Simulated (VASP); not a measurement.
**Ge: relaxation of cell and atoms with PBE**

Ge:

```
Ge
1.0
     2.52020    0.00000    0.00000
    -1.26010    2.18256    0.00000
     0.00000    0.00000    4.08272
Ge
2
Cartesian
  0.0000 1.4550 1.0207
  1.2601 0.7275 3.0620
```

This isn't the form of Ge at room conditions, which is diamond.

```
Program                : VASP 6.6.1
Task                   : relaxation of cell and atoms
Functional             : PBE
Potentials or basis    : VASP PAW PBE potentials, release 64 (Ge_d)
Cutoff                 : 600 eV
k mesh                 : 15 × 15 × 8
Occupations            : fermi-dirac, width 0.05 eV
Spin                   : no spin polarisation
Dipole correction      : no
Further INCAR settings : ALGO = Normal; EDIFF = 1e-06; IBRION = 2; EDIFFG = -0.005; NSW = 100; ISIF = 3
```

The relaxed volume is 19.27 Å³/atom, the relaxed cell is a = 2.971 Å, b = 2.971 Å, c = 5.040 Å, α = 90.00°, β = 90.00°, γ = 120.00° and the space group after relaxing (to 0.1 Å) is P6_3/mmc (No. 194). The energy gained by relaxing is 1804.0 meV/atom. The ionic steps are 14. The pressure after relaxing is 0.0 GPa and the band gap on the k mesh is zero (bands 14 and 15 overlap by 10.08 eV).

The path:
```csv
step,energy change (eV),largest force (eV/Å),pressure (GPa),volume (Å³)
1,0.0000,0.0000,117.35,22.46
2,-2.4442,0.0000,-11.65,61.19
3,-3.5972,0.0000,-0.41,38.79
4,-3.5975,0.0000,0.14,38.41
5,-3.6043,0.0000,0.17,38.41
6,-3.6077,0.0000,0.22,38.40
7,-3.6078,0.0000,0.18,38.40
8,-3.6078,0.0000,0.23,38.40
9,-3.6079,0.0000,-0.08,38.57
10,-3.6079,0.0000,0.04,38.53
11,-3.6079,0.0000,-0.03,38.54
12,-3.6079,0.0000,-0.05,38.53
13,-3.6079,0.0000,0.01,38.53
14,-3.6079,0.0000,-0.02,38.53
```

Final structure:
```
Ge
1.0
     2.97109    0.00000    0.00000
    -1.48555    2.57304    0.00000
     0.00000    0.00000    5.04012
Ge
2
Cartesian
  0.0000 1.7154 1.2600
  1.4855 0.8577 3.7801
```

Levels at points of the mesh, in eV from the Fermi level:
```
           k point  band 12  band 13  band 14  band 15  band 16  band 17
(0.00, 0.00, 0.00)    -8.27    -5.49     7.19     7.19     8.18     8.90
(0.00, 0.00, 0.50)   -11.54     0.62     0.62     8.09     8.09     8.09
```

It took 6.9 min on 1 thread of Intel Xeon 8259CL, with other jobs on the host, peak memory 0.19 GiB.

Caveat: the volume moved by over 15 % at a fixed basis, so the end points are rough.
